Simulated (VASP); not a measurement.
# AlNi3 (Pm-3m) in VASP: notebook

Runs on AlNi3. Level: LDA. Tasks: single point.

All numbers are computed with VASP 6.6.1; they aren't measurements. Logs are shortened: lines on timing, memory, paths and dates and some standing lists are left out, and cuts for length are marked.

## Step 1: The cell of the first run

It takes space group Pm-3m (No. 221, cubic). Conventional cell: a = 3.278 Å, b = 3.278 Å, c = 3.278 Å, α = 90.00°, β = 90.00°, γ = 90.00°. Al (site symmetry m-3m) has 12 Ni at 2.32 Å within 3.1 Å. Within 3.1 Å of Ni (site symmetry 4/mmm) lie 4 Al at 2.32 Å and 8 Ni at 2.32 Å.

## Step 2: Single point, LDA, collinear spin, ferromagnetic start

INCAR

```
SYSTEM = AlNi3
PREC = Accurate
ENCUT = 520
EDIFF = 1E-6
ISMEAR = 0
SIGMA = 0.05
LREAL = .False.
LASPH = .True.
NELM = 150
ALGO = Fast
ISIF = 2
LWAVE = .False.
LCHARG = .False.
ISPIN = 2
MAGMOM = 0 0.5 0.5 0.5
LORBIT = 11
LMAXMIX = 4
NBANDS = 28
```

KPOINTS

```
Automatic mesh
0
Gamma
  20 20 20
  0 0 0
```

POSCAR

```
AlNi3
1.0
    3.2779147207      0.0000000000      0.0000000000
    0.0000000000      3.2779147207      0.0000000000
    0.0000000000      0.0000000000      3.2779147207
Al Ni
1 3
Direct
    0.0000000000      0.0000000000      0.0000000000
    0.0000000000      0.5000000000      0.5000000000
    0.5000000000      0.0000000000      0.5000000000
    0.5000000000      0.5000000000      0.0000000000
```

Potentials or basis: VASP PAW LDA potentials, release 64 (Al, Ni).

Started as:

```
$ cat potpaw_LDA.64/Al/POTCAR potpaw_LDA.64/Ni/POTCAR > POTCAR
$ mpirun -np 1 vasp_std > vasp.out
```

OUTCAR:

```text
SYSTEM = AlNi3
   PREC = Accurate
   ENCUT = 520
   EDIFF = 1E-6
   ISMEAR = 0
   LREAL = .False.
   LASPH = .True.
   NELM = 150
   ISIF = 2
   ISPIN = 2
   LORBIT = 11

 ion  position               nearest neighbor table
   1  0.000  0.000  0.000-   2 2.32   3 2.32   4 2.32   2 2.32   3 2.32   2 2.32   4 2.32   2 2.32
                             3 2.32   4 2.32   3 2.32   4 2.32
   2  0.000  0.500  0.500-   1 2.32   3 2.32   4 2.32   1 2.32   4 2.32   1 2.32   3 2.32   1 2.32
                             3 2.32   4 2.32   4 2.32   3 2.32
   3  0.500  0.000  0.500-   1 2.32   2 2.32   4 2.32   1 2.32   4 2.32   2 2.32   4 2.32   4 2.32
                             1 2.32   2 2.32   1 2.32   2 2.32
   4  0.500  0.500  0.000-   1 2.32   2 2.32   3 2.32   2 2.32   3 2.32   1 2.32   3 2.32   3 2.32
                             1 2.32   2 2.32   2 2.32   1 2.32

  LATTYP: Found a simple cubic cell.
 ALAT       =     3.2779147207

  Lattice vectors:

 A1 = (   3.2779147207,   0.0000000000,   0.0000000000)
 A2 = (   0.0000000000,   3.2779147207,   0.0000000000)
 A3 = (   0.0000000000,   0.0000000000,   3.2779147207)

Analysis of symmetry for initial positions (statically):
=====================================================================
 Subroutine PRICEL returns:
 Original cell was already a primitive cell.

 Routine SETGRP: Setting up the symmetry group for a
 simple cubic supercell.

 Subroutine GETGRP returns: Found 48 space group operations
 (whereof 48 operations were pure point group operations)
 out of a pool of 48 trial point group operations.

The static configuration has the point symmetry O_h .

Analysis of symmetry for dynamics (positions and initial velocities):
=====================================================================
 Subroutine PRICEL returns:
 Original cell was already a primitive cell.

 Routine SETGRP: Setting up the symmetry group for a
 simple cubic supercell.

 Subroutine GETGRP returns: Found 48 space group operations
 (whereof 48 operations were pure point group operations)
 out of a pool of 48 trial point group operations.

The dynamic configuration has the point symmetry O_h .

Analysis of structural, dynamic, and magnetic symmetry:
=====================================================================
 Subroutine PRICEL returns:
 Original cell was already a primitive cell.

 Routine SETGRP: Setting up the symmetry group for a
 simple cubic supercell.

 Subroutine GETGRP returns: Found 48 space group operations
 (whereof 48 operations were pure point group operations)
 out of a pool of 48 trial point group operations.

The overall configuration has the point symmetry O_h .

 Subroutine INISYM returns: Found 48 space group operations
 (whereof 48 operations are pure point group operations),
 and found     1 'primitive' translations

----------------------------------------------------------------------------------------

                                     Primitive cell

  volume of cell :      35.2203

  direct lattice vectors                    reciprocal lattice vectors
     3.277914721  0.000000000  0.000000000     0.305072000  0.000000000  0.000000000
     0.000000000  3.277914721  0.000000000     0.000000000  0.305072000  0.000000000
     0.000000000  0.000000000  3.277914721     0.000000000  0.000000000  0.305072000

  length of vectors
     3.277914721  3.277914721  3.277914721     0.305072000  0.305072000  0.305072000

  position of ions in fractional coordinates (direct lattice)
     0.000000000  0.000000000  0.000000000
     0.000000000  0.500000000  0.500000000
     0.500000000  0.000000000  0.500000000
     0.500000000  0.500000000  0.000000000

  ion indices of the primitive-cell ions
   primitive index   ion index
                 1           1
                 2           2
                 3           3
                 4           4

----------------------------------------------------------------------------------------

 KPOINTS: Automatic mesh

Automatic generation of k-mesh.
 Grid dimensions read from file:
 generate k-points for:   20   20   20

 Generating k-lattice:

  Cartesian coordinates                     Fractional coordinates (reciprocal lattice)
     0.015253600  0.000000000  0.000000000     0.050000000  0.000000000  0.000000000
     0.000000000  0.015253600  0.000000000     0.000000000  0.050000000  0.000000000
     0.000000000  0.000000000  0.015253600     0.000000000  0.000000000  0.050000000

  Length of vectors
     0.015253600  0.015253600  0.015253600

  Shift w.r.t. Gamma in fractional coordinates (k-lattice)
     0.000000000  0.000000000  0.000000000

 Subroutine IBZKPT returns following result:
 ===========================================

 Found    286 irreducible k-points:

 Following reciprocal coordinates:
            Coordinates               Weight
  0.000000  0.000000  0.000000      1.000000
  0.050000  0.000000  0.000000      6.000000
  0.100000  0.000000  0.000000      6.000000
  0.150000  0.000000  0.000000      6.000000
  0.200000  0.000000  0.000000      6.000000
  0.250000  0.000000  0.000000      6.000000
[... 16 lines left out ...]
  0.150000  0.100000  0.000000     24.000000
  0.200000  0.100000  0.000000     24.000000
 [... further k-points ...]
   k-points           NKPTS =    286   k-points in BZ     NKDIM =    286   number of bands    NBANDS=     28
   number of dos      NEDOS =    301   number of ions     NIONS =      4
   total plane-waves  NPLWV =  13824
   dimension x,y,z NGX =    24 NGY =   24 NGZ =   24
   dimension x,y,z NGXF=    48 NGYF=   48 NGZF=   48
   ions per type =               1   3
   NGX,Y,Z   is equivalent  to a cutoff of  12.17, 12.17, 12.17 a.u.
   NGXF,Y,Z  is equivalent  to a cutoff of  24.34, 24.34, 24.34 a.u.
 SYSTEM =  AlNi3
   PREC   = accura    normal or accurate (medium, high low for compatibility)
   ISTART =      0    job   : 0-new  1-cont  2-samecut
   ICHARG =      2    charge: 1-file 2-atom 10-const
   ISPIN  =      2    spin polarized calculation?
   LNONCOLLINEAR =      F non collinear calculations
   LSORBIT =      F    spin-orbit coupling
   LASPH  =      T    aspherical Exc in radial PAW
   ENCUT  =  520.0 eV  38.22 Ry    6.18 a.u.   6.09  6.09  6.09*2*pi/ulx,y,z
   NELM   =    150;   NELMIN=  2; NELMDL= -5     # of ELM steps
   EDIFF  = 0.1E-05   stopping-criterion for ELM
   LREAL  =      F    real-space projection
   EDIFFG = 0.1E-04   stopping-criterion for IOM
   NSW    =      0    number of steps for IOM
   IBRION =     -1    ionic relax: 0-MD 1-quasi-New 2-CG
   NFREE  =      0    steps in history (QN), initial steepest desc. (CG)
   ISIF   =      2    stress and relaxation
   ISYM   =      2    0-nonsym 1-usesym 2-fastsym
   POTIM  = 0.5000    time-step for ionic-motion
   TEBEG  =    0.0;   TEEND  =   0.0 temperature during run
   PSTRESS=    0.0 pullay stress
   NELECT =      33.0000    total number of electrons
   NUPDOWN=      -1.0000    fix difference up-down
   EMIN   =  10.00;   EMAX   =-10.00  energy-range for DOS
   EFERMI =   0.00;   METHOD = LEGACY
   ISMEAR =     0;   SIGMA  =   0.05  broadening in eV -4-tet -1-fermi 0-gaus
   EFERMI_NEDOS =   21; number of points for ismear=-14 and -15
   IALGO  =     68    algorithm
   IMIX   =      4    mixing-type and parameters
     AMIX     =   0.40;   BMIX     =  1.00
     AMIX_MAG =   1.60;   BMIX_MAG =  1.00
  volume/ion in A,a.u.               =       8.81        59.42
  Fermi-wavevector in a.u.,A,eV,Ry     =   1.601948  3.027243 34.915792  2.566238
  Thomas-Fermi vector in A             =   2.698846
   LORBIT       =     11    0 simple, 1 ext, 2 COOP (PROOUT), +10 PAW based schemes
   GGA     = CA    functional components
   LHFCALC =     F    Hartree Fock is set to
   AEXX    =    0.0000 exact exchange contribution
   IVDW    =     0    specifies the selected vdW correction
   LEPSILON=     F    determine dielectric tensor
   LRPA    =     F    only Hartree local field effects (RPA)
 spin polarized calculation
 RMM-DIIS sequential band-by-band and
 Gauss-broadening in eV      SIGMA  =   0.05
  energy-cutoff  :      520.00
  volume of cell :       35.22
 maximum number of plane-waves:       968
   NGX = 13   NGY = 13   NGZ = 13

 number of electron      33.0000088 magnetization       0.0160217

 Free energy of the ion-electron system (eV)
  ---------------------------------------------------
  ext. energy  EPLUGINS =         0.00000000
  ---------------------------------------------------
  free energy    TOTEN  =       -24.72288802 eV

  energy without entropy =      -24.71717992  energy(sigma->0) =      -24.72003397

 E-fermi :  12.9920     XC(G=0): -14.3851

 val. band max:       12.9899414350   @ k =   0.3000   0.1500   0.0000
 cond. band min:      12.9938355099   @ k =   0.2500   0.2500   0.1500
 fundamental gap:      0.0038940749
 Fermi energy:        12.9920320538

 spin component 1

 k-point     1 :       0.0000    0.0000    0.0000
  band No.  band energies     occupation
      1       1.2933      1.00000
      2       7.0725      1.00000
      3       7.9840      1.00000
      4       7.9840      1.00000
      5       8.4970      1.00000
      6       8.4970      1.00000
[... 733 lines left out ...]
     27      28.4761      0.00000
     28      29.1666      0.00000

 [... further k-points ...]

 spin component 2

 k-point     1 :       0.0000    0.0000    0.0000
  band No.  band energies     occupation
      1       1.2934      1.00000
      2       7.0750      1.00000
      3       7.9872      1.00000
      4       7.9872      1.00000
      5       8.5020      1.00000
      6       8.5020      1.00000
[... 733 lines left out ...]
     27      28.4767      0.00000
     28      29.1674      0.00000

 [... further k-points ...]

------------------------ aborting loop because EDIFF is reached ----------------------------------------

  FORCE on cell =-STRESS in cart. coord.  units (eV):
  Direction    XX          YY          ZZ          XY          YZ          ZX
  --------------------------------------------------------------------------------------
  -------------------------------------------------------------------------------------
  Total       13.2386739     13.2386739     13.2386739      0.0000000      0.0000000      0.0000000
  in kB      602.2296240    602.2296240    602.2296240      0.0000000      0.0000000      0.0000000
  external PRESSURE =     602.2296240 kB  Pullay stress =       0.0000000 kB

 VOLUME and BASIS-vectors are now :
 -----------------------------------------------------------------------------
  energy-cutoff  :      520.00
  volume of cell :       35.22
      direct lattice vectors                 reciprocal lattice vectors
     3.277914721  0.000000000  0.000000000     0.305072000  0.000000000  0.000000000
     0.000000000  3.277914721  0.000000000     0.000000000  0.305072000  0.000000000
     0.000000000  0.000000000  3.277914721     0.000000000  0.000000000  0.305072000

 POSITION                                       TOTAL-FORCE (eV/Angst)
 -----------------------------------------------------------------------------------
      0.00000      0.00000      0.00000         0.000000      0.000000      0.000000
      0.00000      1.63896      1.63896         0.000000      0.000000      0.000000
      1.63896      0.00000      1.63896         0.000000      0.000000      0.000000
      1.63896      1.63896      0.00000         0.000000      0.000000      0.000000
 -----------------------------------------------------------------------------------
    total drift:                                0.000000     -0.000000     -0.000000

  FREE ENERGIE OF THE ION-ELECTRON SYSTEM (eV)
  ---------------------------------------------------
  free  energy   TOTEN  =       -24.7228880222 eV

  energy  without entropy=      -24.7171799168  energy(sigma->0) =      -24.72003397

 total charge

# of ion       s       p       d       tot
------------------------------------------
    1        0.452   0.519   0.000   0.971
    2        0.621   0.781   8.564   9.966
    3        0.621   0.781   8.564   9.966
    4        0.621   0.781   8.564   9.966
--------------------------------------------------
tot          2.316   2.863  25.691  30.870

 magnetization (x)

# of ion       s       p       d       tot
------------------------------------------
    1       -0.000  -0.000   0.000  -0.000
    2       -0.000  -0.000   0.005   0.005
    3       -0.000  -0.000   0.005   0.005
    4       -0.000  -0.000   0.005   0.005
--------------------------------------------------
tot         -0.000  -0.001   0.015   0.015
```

It took 8.3 min on 1 thread of Oxide Virtual Turin-like, shared host; peak memory 0.41 GiB.

What came out:

| Quantity | Value |
| --- | --- |
| Free energy | -24.7229 eV |
| Pressure | 60.2 GPa |
| Net moment | 0.02 μB per cell |
| Valence electrons inside the program's atomic spheres | Al 0.97; Ni 9.97 |

Levels at points of the mesh, in eV from the Fermi level:
Spin up:
```csv
k point,band 14,band 15,band 16,band 17,band 18,band 19,band 20,band 21
"(0.00, 0.00, 0.00)",0.27,0.27,0.27,0.99,0.99,0.99,8.17,8.17
"(0.50, 0.00, 0.00)",-1.46,-1.25,-0.48,0.27,6.53,6.53,6.99,6.99
"(0.50, 0.50, 0.00)",-1.49,-1.15,-1.08,-0.67,1.48,1.48,9.50,9.50
"(0.50, 0.50, 0.50)",-1.31,-1.31,-0.52,-0.02,-0.02,-0.02,5.32,5.51
```
Spin down:
| k point | band 14 | band 15 | band 16 | band 17 | band 18 | band 19 | band 20 | band 21 |
| --- | --- | --- | --- | --- | --- | --- | --- | --- |
| (0.00, 0.00, 0.00) | 0.28 | 0.28 | 0.28 | 0.99 | 0.99 | 0.99 | 8.17 | 8.17 |
| (0.50, 0.00, 0.00) | -1.46 | -1.24 | -0.48 | 0.28 | 6.53 | 6.53 | 6.99 | 6.99 |
| (0.50, 0.50, 0.00) | -1.49 | -1.14 | -1.07 | -0.67 | 1.48 | 1.48 | 9.50 | 9.50 |
| (0.50, 0.50, 0.50) | -1.31 | -1.31 | -0.52 | -0.01 | -0.01 | -0.01 | 5.32 | 5.51 |

Caveat: the cell stands under pressure.

## Step 3: Single point, LDA, collinear spin, ferromagnetic start

This run uses another cell than the first one, of 9.22 Å³/atom.

INCAR

```
PREC = Accurate
ENCUT = 520
EDIFF = 1E-7
ISMEAR = 0
SIGMA = 0.05
LREAL = False
LASPH = True
NELM = 150
ALGO = Normal
ISIF = 2
LWAVE = False
LCHARG = True
ISPIN = 2
MAGMOM = 0 0.5 0.5 0.5
LORBIT = 11
LMAXMIX = 4
GGA = CA
LELF = True
LVHAR = True
NBANDS = 28
```

KPOINTS

```
regular mesh
0
Gamma
  20 20 20
```

POSCAR

```
AlNi3
1.0
    3.3290824957      0.0000000000      0.0000000000
    0.0000000000      3.3290824957      0.0000000000
    0.0000000000      0.0000000000      3.3290824957
Al Ni
1 3
Direct
    0.0000000000      0.0000000000      0.0000000000
    0.0000000000      0.5000000000      0.5000000000
    0.5000000000      0.0000000000      0.5000000000
    0.5000000000      0.5000000000      0.0000000000
```

Potentials or basis: VASP PAW LDA potentials, release 64 (Al, Ni).

Started as:

```
$ cat potpaw_LDA.64/Al/POTCAR potpaw_LDA.64/Ni/POTCAR > POTCAR
$ mpirun -np 1 vasp_std > vasp.out
```

It took 14 min on 1 thread of Oxide Virtual Turin-like, shared host; peak memory 0.44 GiB.

The run converged. Its results:

```yaml
Free_energy: -25.2439 eV
Pressure: 40.2 GPa
Net_moment: 0.00 μB per cell
Valence_electrons_inside_the_program's_atomic_spheres: Al 0.93; Ni 9.84
```

Levels at points of the mesh, in eV from the Fermi level:
Spin up:
```tsv
k point	band 15	band 16	band 17	band 18	band 19	band 20
(0.00, 0.00, 0.00)	0.25	0.25	0.97	0.97	0.97	7.88
(0.50, 0.00, 0.00)	-1.16	-0.45	0.25	6.35	6.35	6.70
(0.50, 0.50, 0.00)	-1.07	-1.00	-0.62	1.39	1.39	9.25
(0.50, 0.50, 0.50)	-1.22	-0.44	-0.02	-0.02	-0.02	4.93
```
Spin down:
| k point | band 13 | band 14 | band 15 | band 16 | band 17 | band 18 | band 19 | band 20 | band 21 | band 22 |
| --- | --- | --- | --- | --- | --- | --- | --- | --- | --- | --- |
| (0.00, 0.00, 0.00) | -0.07 | 0.25 | 0.25 | 0.25 | 0.97 | 0.97 | 0.97 | 7.88 | 7.88 | 9.44 |
| (0.50, 0.00, 0.00) | -1.36 | -1.36 | -1.16 | -0.44 | 0.26 | 6.36 | 6.36 | 6.70 | 6.70 | 7.29 |
| (0.50, 0.50, 0.00) | -1.55 | -1.40 | -1.07 | -1.00 | -0.61 | 1.39 | 1.39 | 9.25 | 9.25 | 9.87 |
| (0.50, 0.50, 0.50) | -1.55 | -1.22 | -1.22 | -0.44 | -0.01 | -0.01 | -0.01 | 4.94 | 5.23 | 5.23 |

Caveat: the cell stands under pressure.
